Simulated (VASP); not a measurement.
# ZrB2 (P6/mmm) in VASP: electric field gradients with PBE

Aim: the electric field gradients of ZrB2 with PBE.

All numbers are computed with VASP 6.6.1; they aren't measurements. Logs are shortened: lines on timing, memory, paths and dates and some standing lists are left out, and cuts for length are marked.

## 1. The cell of the first run

The structure is hexagonal, space group P6/mmm (No. 191). Conventional cell: a = 3.171 Å, b = 3.171 Å, c = 3.542 Å, α = 90.00°, β = 90.00°, γ = 120.00°. Zr (site symmetry 6/mmm) has 12 B at 2.55 Å and 6 Zr at 3.17 Å within 3.4 Å. Within 2.4 Å of B (site symmetry -6m2) lie 3 B at 1.83 Å.

## 2. Electric field gradients, PBE

INCAR

```
ALGO = Normal
EDIFF = 1E-8
ENCUT = 520
GGA = PE
ISIF = 2
ISMEAR = 0
LASPH = T
LCHARG = F
LEFG = T
LREAL = F
LWAVE = F
NBANDS = 16
NELM = 100
PREC = Accurate
SIGMA = 0.05
```

KPOINTS

```
k-points
0
Gamma
  14 14 12
```

POSCAR

```
ZrB2
1.0
    3.1711983622      0.0000000000      0.0000000000
   -1.5855991811      2.7463383421      0.0000000000
    0.0000000000      0.0000000000      3.5420340352
Zr B
1 2
Direct
    0.0000000000      0.0000000000      0.0000000000
    0.3333333333      0.6666666667      0.5000000000
    0.6666666667      0.3333333333      0.5000000000
```

Potentials or basis: VASP PAW PBE potentials, release 64 (Zr_sv, B).

Launch:

```
$ cat potpaw_PBE.64/Zr_sv/POTCAR potpaw_PBE.64/B/POTCAR > POTCAR
$ mpirun -np 1 vasp_std > vasp.out
```

OUTCAR:

```text
EDIFF = 1E-8
   ENCUT = 520
   GGA = PE
   ISIF = 2
   ISMEAR = 0
   LASPH = T
   LREAL = F
   NELM = 100
   PREC = Accurate

 ion  position               nearest neighbor table
   1  0.000  0.000  0.000-   2 2.55   3 2.55   2 2.55   3 2.55   2 2.55   2 2.55   3 2.55   3 2.55
                             3 2.55   3 2.55   2 2.55   2 2.55
   2  0.333  0.667  0.500-   3 1.83   3 1.83   3 1.83   1 2.55   1 2.55   1 2.55   1 2.55   1 2.55
                             1 2.55
   3  0.667  0.333  0.500-   2 1.83   2 1.83   2 1.83   1 2.55   1 2.55   1 2.55   1 2.55   1 2.55
                             1 2.55

  LATTYP: Found a hexagonal cell.
 ALAT       =     3.1711983622
 C/A-ratio  =     1.1169386556

  Lattice vectors:

 A1 = (   3.1711983622,   0.0000000000,   0.0000000000)
 A2 = (  -1.5855991811,   2.7463383421,   0.0000000000)
 A3 = (   0.0000000000,   0.0000000000,   3.5420340352)

Analysis of symmetry for initial positions (statically):
=====================================================================
 Subroutine PRICEL returns:
 Original cell was already a primitive cell.

 Routine SETGRP: Setting up the symmetry group for a
 hexagonal supercell.

 Subroutine GETGRP returns: Found 24 space group operations
 (whereof 24 operations were pure point group operations)
 out of a pool of 24 trial point group operations.

The static configuration has the point symmetry D_6h.

Analysis of symmetry for dynamics (positions and initial velocities):
=====================================================================
 Subroutine PRICEL returns:
 Original cell was already a primitive cell.

 Routine SETGRP: Setting up the symmetry group for a
 hexagonal supercell.

 Subroutine GETGRP returns: Found 24 space group operations
 (whereof 24 operations were pure point group operations)
 out of a pool of 24 trial point group operations.

The dynamic configuration has the point symmetry D_6h.

 Subroutine INISYM returns: Found 24 space group operations
 (whereof 24 operations are pure point group operations),
 and found     1 'primitive' translations

----------------------------------------------------------------------------------------

                                     Primitive cell

  volume of cell :      30.8482

  direct lattice vectors                    reciprocal lattice vectors
     3.171198362  0.000000000  0.000000000     0.315338205  0.182060598  0.000000000
    -1.585599181  2.746338342  0.000000000     0.000000000  0.364121195  0.000000000
     0.000000000  0.000000000  3.542034035     0.000000000  0.000000000  0.282323656

  length of vectors
     3.171198362  3.171198362  3.542034035     0.364121195  0.364121195  0.282323656

  position of ions in fractional coordinates (direct lattice)
     0.000000000  0.000000000  0.000000000
     0.333333333  0.666666667  0.500000000
     0.666666667  0.333333333  0.500000000

  ion indices of the primitive-cell ions
   primitive index   ion index
                 1           1
                 2           2
                 3           3

----------------------------------------------------------------------------------------

 KPOINTS: k-points

Automatic generation of k-mesh.
 Grid dimensions read from file:
 generate k-points for:   14   14   12

 Generating k-lattice:

  Cartesian coordinates                     Fractional coordinates (reciprocal lattice)
     0.022524158  0.013004328  0.000000000     0.071428571  0.000000000  0.000000000
     0.000000000  0.026008657  0.000000000     0.000000000  0.071428571  0.000000000
     0.000000000  0.000000000  0.023526971     0.000000000  0.000000000  0.083333333

  Length of vectors
     0.026008657  0.026008657  0.023526971

  Shift w.r.t. Gamma in fractional coordinates (k-lattice)
     0.000000000  0.000000000  0.000000000

 Subroutine IBZKPT returns following result:
 ===========================================

 Found    168 irreducible k-points:

 Following reciprocal coordinates:
            Coordinates               Weight
  0.000000  0.000000  0.000000      1.000000
  0.071429 -0.000000  0.000000      6.000000
  0.142857  0.000000  0.000000      6.000000
  0.214286 -0.000000  0.000000      6.000000
  0.285714 -0.000000  0.000000      6.000000
  0.357143 -0.000000  0.000000      6.000000
[... 16 lines left out ...]
  0.285714  0.285714  0.000000      6.000000
  0.357143  0.285714  0.000000      6.000000
 [... further k-points ...]
   k-points           NKPTS =    168   k-points in BZ     NKDIM =    168   number of bands    NBANDS=     16
   number of dos      NEDOS =    301   number of ions     NIONS =      3
   total plane-waves  NPLWV =  16128
   dimension x,y,z NGX =    24 NGY =   24 NGZ =   28
   dimension x,y,z NGXF=    48 NGYF=   48 NGZF=   56
   ions per type =               1   2
   NGX,Y,Z   is equivalent  to a cutoff of  12.58, 12.58, 13.14 a.u.
   NGXF,Y,Z  is equivalent  to a cutoff of  25.16, 25.16, 26.28 a.u.
 SYSTEM =  unknown system
   PREC   = accura    normal or accurate (medium, high low for compatibility)
   ISTART =      0    job   : 0-new  1-cont  2-samecut
   ICHARG =      2    charge: 1-file 2-atom 10-const
   ISPIN  =      1    spin polarized calculation?
   LNONCOLLINEAR =      F non collinear calculations
   LSORBIT =      F    spin-orbit coupling
   LASPH  =      T    aspherical Exc in radial PAW
   ENCUT  =  520.0 eV  38.22 Ry    6.18 a.u.   5.90  5.90  6.59*2*pi/ulx,y,z
   NELM   =    100;   NELMIN=  2; NELMDL= -5     # of ELM steps
   EDIFF  = 0.1E-07   stopping-criterion for ELM
   LREAL  =      F    real-space projection
   EDIFFG = 0.1E-06   stopping-criterion for IOM
   NSW    =      0    number of steps for IOM
   IBRION =     -1    ionic relax: 0-MD 1-quasi-New 2-CG
   NFREE  =      0    steps in history (QN), initial steepest desc. (CG)
   ISIF   =      2    stress and relaxation
   ISYM   =      2    0-nonsym 1-usesym 2-fastsym
   POTIM  = 0.5000    time-step for ionic-motion
   TEBEG  =    0.0;   TEEND  =   0.0 temperature during run
   PSTRESS=    0.0 pullay stress
   NELECT =      18.0000    total number of electrons
   NUPDOWN=      -1.0000    fix difference up-down
   EMIN   =  10.00;   EMAX   =-10.00  energy-range for DOS
   EFERMI =   0.00;   METHOD = LEGACY
   ISMEAR =     0;   SIGMA  =   0.05  broadening in eV -4-tet -1-fermi 0-gaus
   EFERMI_NEDOS =   21; number of points for ismear=-14 and -15
   IALGO  =     38    algorithm
   IMIX   =      4    mixing-type and parameters
     AMIX     =   0.40;   BMIX     =  1.00
     AMIX_MAG =   1.60;   BMIX_MAG =  1.00
  volume/ion in A,a.u.               =      10.28        69.39
  Fermi-wavevector in a.u.,A,eV,Ry     =   1.368009  2.585162 25.462603  1.871448
  Thomas-Fermi vector in A             =   2.494011
   LORBIT       =      0    0 simple, 1 ext, 2 COOP (PROOUT), +10 PAW based schemes
   GGA     = PE    functional components
   LHFCALC =     F    Hartree Fock is set to
   AEXX    =    0.0000 exact exchange contribution
   IVDW    =     0    specifies the selected vdW correction
   LEPSILON=     F    determine dielectric tensor
   LRPA    =     F    only Hartree local field effects (RPA)
 non-spin polarized calculation
 Gauss-broadening in eV      SIGMA  =   0.05
  energy-cutoff  :      520.00
  volume of cell :       30.85
 maximum number of plane-waves:       848
 NGX is ok and might be reduce to    24
   NGX = 11   NGY = 11   NGZ = 13

 number of electron      18.0000000 magnetization

 Free energy of the ion-electron system (eV)
  ---------------------------------------------------
  ext. energy  EPLUGINS =         0.00000000
  ---------------------------------------------------
  free energy    TOTEN  =       -24.97780833 eV

  energy without entropy =      -24.97750988  energy(sigma->0) =      -24.97765910

 E-fermi :  10.5011     XC(G=0): -12.4274

 val. band max:       10.4830599733   @ k =   0.3571   0.2143   0.0000
 cond. band min:      10.5506626982   @ k =   0.0000   0.0000   0.2500
 fundamental gap:      0.0676027248
 Fermi energy:        10.5011165199

 k-point     1 :       0.0000    0.0000    0.0000
  band No.  band energies     occupation
      1     -38.1569      2.00000
      2     -16.3442      2.00000
      3     -15.7895      2.00000
      4     -15.7895      2.00000
      5      -2.2287      2.00000
      6       7.8800      2.00000
[... 8 lines left out ...]
     15      15.6345      0.00000
     16      15.6345      0.00000

 k-point     2 :       0.0714   -0.0000    0.0000
  band No.  band energies     occupation
      1     -38.1513      2.00000
      2     -16.3358      2.00000
      3     -15.8391      2.00000
      4     -15.8002      2.00000
      5      -2.1266      2.00000
      6       7.5737      2.00000
[... 8 lines left out ...]
     15      16.0700      0.00000
     16      16.3394      0.00000

 k-point     3 :       0.1429    0.0000    0.0000
  band No.  band energies     occupation
      1     -38.1354      2.00000
      2     -16.3122      2.00000
      3     -15.9759      2.00000
      4     -15.8302      2.00000
      5      -1.8289      2.00000
      6       6.8124      2.00000
[... 8 lines left out ...]
     15      16.9227      0.00000
     16      17.3603      0.00000

 k-point     4 :       0.2143   -0.0000    0.0000
  band No.  band energies     occupation
      1     -38.1124      2.00000
      2     -16.2778      2.00000
      3     -16.1682      2.00000
      4     -15.8731      2.00000
      5      -1.3581      2.00000
      6       5.8433      2.00000
[... 8 lines left out ...]
     15      17.3051      0.00000
     16      18.4200      0.00000
[... 324 lines left out ...]
 k-point    22 :       0.3571    0.2143    0.0000
  band No.  band energies     occupation
      1     -38.0326      2.00000
      2     -16.5918      2.00000
      3     -16.2312      2.00000
      4     -16.1582      2.00000
      5       1.8122      2.00000
      6       2.7079      2.00000
[... 8 lines left out ...]
     15      19.8171      0.00000
     16      20.4160      0.00000

 k-point    23 :       0.2857    0.2857    0.0000
  band No.  band energies     occupation
      1     -38.0313      2.00000
      2     -16.5395      2.00000
      3     -16.2990      2.00000
      4     -16.1563      2.00000
      5       1.7568      2.00000
      6       3.2118      2.00000
[... 8 lines left out ...]
     15      20.5572      0.00000
     16      21.2114      0.00000

 k-point    24 :       0.3571    0.2857    0.0000
  band No.  band energies     occupation
      1     -38.0277      2.00000
      2     -16.5082      2.00000
      3     -16.3662      2.00000
      4     -16.1509      2.00000
      5       2.5158      2.00000
      6       2.6615      2.00000
[... 8 lines left out ...]
     15      21.3184      0.00000
     16      21.7503      0.00000

 [... further k-points ...]

------------------------ aborting loop because EDIFF is reached ----------------------------------------

  FORCE on cell =-STRESS in cart. coord.  units (eV):
  Direction    XX          YY          ZZ          XY          YZ          ZX
  --------------------------------------------------------------------------------------
  -------------------------------------------------------------------------------------
  Total        0.0218622      0.0218622      0.0355382      0.0000000     -0.0000000      0.0000000
  in kB        1.1354676      1.1354676      1.8457632      0.0000000     -0.0000000      0.0000000
  external PRESSURE =       1.3722328 kB  Pullay stress =       0.0000000 kB

 VOLUME and BASIS-vectors are now :
 -----------------------------------------------------------------------------
  energy-cutoff  :      520.00
  volume of cell :       30.85
      direct lattice vectors                 reciprocal lattice vectors
     3.171198362  0.000000000  0.000000000     0.315338205  0.182060598  0.000000000
    -1.585599181  2.746338342  0.000000000     0.000000000  0.364121195  0.000000000
     0.000000000  0.000000000  3.542034035     0.000000000  0.000000000  0.282323656

 POSITION                                       TOTAL-FORCE (eV/Angst)
 -----------------------------------------------------------------------------------
      0.00000      0.00000      0.00000         0.000000     -0.000000      0.000000
     -0.00000      1.83089      1.77102        -0.000000      0.000000      0.000000
      1.58560      0.91545      1.77102        -0.000000     -0.000000      0.000000
 -----------------------------------------------------------------------------------
    total drift:                               -0.000000      0.000000      0.000000

  FREE ENERGIE OF THE ION-ELECTRON SYSTEM (eV)
  ---------------------------------------------------
  free  energy   TOTEN  =       -24.9778083257 eV

  energy  without entropy=      -24.9775098838  energy(sigma->0) =      -24.97765910

 Electric field gradients (V/A^2)
---------------------------------------------------------------------
 ion       V_xx      V_yy      V_zz      V_xy      V_xz      V_yz
---------------------------------------------------------------------
   1     -20.928   -20.928    41.856    -0.000     0.000    -0.000
   2      -0.926    -0.926     1.851    -0.000     0.000     0.000
   3      -0.926    -0.926     1.851    -0.000     0.000     0.000
---------------------------------------------------------------------

 Electric field gradients after diagonalization (V/A^2)
 (convention: |V_zz| > |V_xx| > |V_yy|)
----------------------------------------------------------------------
 ion       V_xx      V_yy      V_zz     asymmetry (V_yy - V_xx)/ V_zz
----------------------------------------------------------------------
   1     -20.928   -20.928    41.856       0.000
   2      -0.926    -0.926     1.851       0.000
   3      -0.926    -0.926     1.851       0.000
----------------------------------------------------------------------

           NMR quadrupolar parameters

 Cq : quadrupolar parameter    Cq=e*Q*V_zz/h
 eta: asymmetry parameters     (V_yy - V_xx)/ V_zz
 Q  : nuclear electric quadrupole moment in mb (millibarn)
----------------------------------------------------------------------
 ion       Cq(MHz)       eta       Q (mb)
----------------------------------------------------------------------
   1       0.101       0.000       1.000
   2       0.004       0.000       1.000
   3       0.004       0.000       1.000
----------------------------------------------------------------------
```

Run time: 1.8 min. Hardware: 1 thread of AMD EPYC 7R43 (Zen 3), shared host; peak memory 0.17 GiB.

Results:

```yaml
Free_energy: -24.9778 eV
Pressure: 0.1 GPa
Band_gap_on_the_k_mesh: zero (band 9 reaches 11.27 eV, above the bottom of band 10 at 10.29 eV)
```

Levels at points of the mesh, in eV from the Fermi level:
| k point | band 7 | band 8 | band 9 | band 10 | band 11 | band 12 |
| --- | --- | --- | --- | --- | --- | --- |
| (0.00, 0.00, 0.00) | -2.62 | -2.59 | -2.38 | 3.37 | 3.37 | 4.13 |
| (0.50, 0.00, 0.00) | -3.91 | -3.06 | -2.68 | 2.21 | 2.28 | 4.91 |
| (0.00, 0.00, 0.50) | -0.97 | -0.97 | 0.33 | 0.33 | 0.77 | 0.77 |
| (0.50, 0.00, 0.50) | -4.60 | -4.13 | -2.02 | 3.69 | 4.06 | 5.27 |

Electric field gradients, principal values (V/Å²):
```tsv
atom	least	middle	greatest (by size)
1 Zr	-20.928	-20.928	41.856
2 B	-0.926	-0.926	1.851
3 B	-0.926	-0.926	1.851
```

Caveat: without QUAD_EFG the Cq values of the log hold for a quadrupole moment of 1 mb, not for the nuclei.
